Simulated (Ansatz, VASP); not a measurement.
**MoS2 in VASP and in Ansatz**

The input INCAR:

```
PREC = Accurate ; ENCUT = 520
EDIFF = 1E-8 ; ISMEAR = -1
SIGMA = 0.05 ; LREAL = F
LASPH = T ; NELM = 60
ALGO = Normal ; ISIF = 2
LWAVE = F ; LCHARG = F
GGA = PE ; LEFG = T
NBANDS = 20
```

KPOINTS

```
regular mesh
0
Gamma
  8 8 6
```

File POSCAR:

```
MoS2
1.0
    3.1479925200     -1.9297820300      0.0000000000
    3.1479925200      1.9297820300      0.0000000000
   -0.0030992400      0.0000000000      4.4393295900
Mo S
1 2
Direct
    0.0000000000      0.0000000000      0.0000000000
    0.6879000000      0.6879000000      0.2889000000
    0.3121000000      0.3121000000      0.7111000000
```

Contents of input.yaml:

```yaml
crystal:
  lattice:
    - [3.14799252, -1.92978203, 0.0]
    - [3.14799252, 1.92978203, 0.0]
    - [-0.00309924, 0.0, 4.43932959]
  atoms:
    - { symbol: Mo, position: [0.0, 0.0, 0.0] }
    - { symbol: S, position: [0.6879, 0.6879, 0.2889] }
    - { symbol: S, position: [0.3121, 0.3121, 0.7111] }
kpoints:
  mp_grid: { grid: [8, 8, 6] }
scf:
  occupations: { method: fermi_dirac, width: 0.05 }
hamiltonian:
  xc: pbe
  pseudopotentials: { kind: all_electron, datasets: crystal }
output:
  forces: true
  stress: true
  eigenvalues: true
  efg: {}
  elf: true
  volumetric_format: npy
```

Alike in both runs: task electric field gradients; functional PBE; k mesh 8 × 8 × 6; occupations fermi-dirac, width 0.05 eV; no spin polarisation.

|  | VASP | Ansatz |
| --- | --- | --- |
| version | VASP 6.6.1 | Ansatz 0.2.0 |
| potentials or method | VASP PAW PBE potentials, release 64 (Mo_sv, S), cutoff 520 eV | all-electron PAW datasets made for the crystal |

```csv
,VASP,Ansatz,Ansatz less VASP
gap on the k mesh at the Fermi level (eV),none,none,-
pressure (GPa),-3.6,-3.6,+0.07
"traceless stress, the component that is largest in VASP (GPa)",18.57,18.54,-0.031
rms of the force components (eV/Å),0.576,0.577,+0.0006
size of Vzz on the site where it differs most (V/Å²),160.0,152.1,-7.91
```

Atom by atom the forces differ by 0.001 eV/Å (rms over components). A gap of «none» marks a metal or a gap that the smearing closes. Ansatz ran all-electron here, and VASP with PAW potentials.
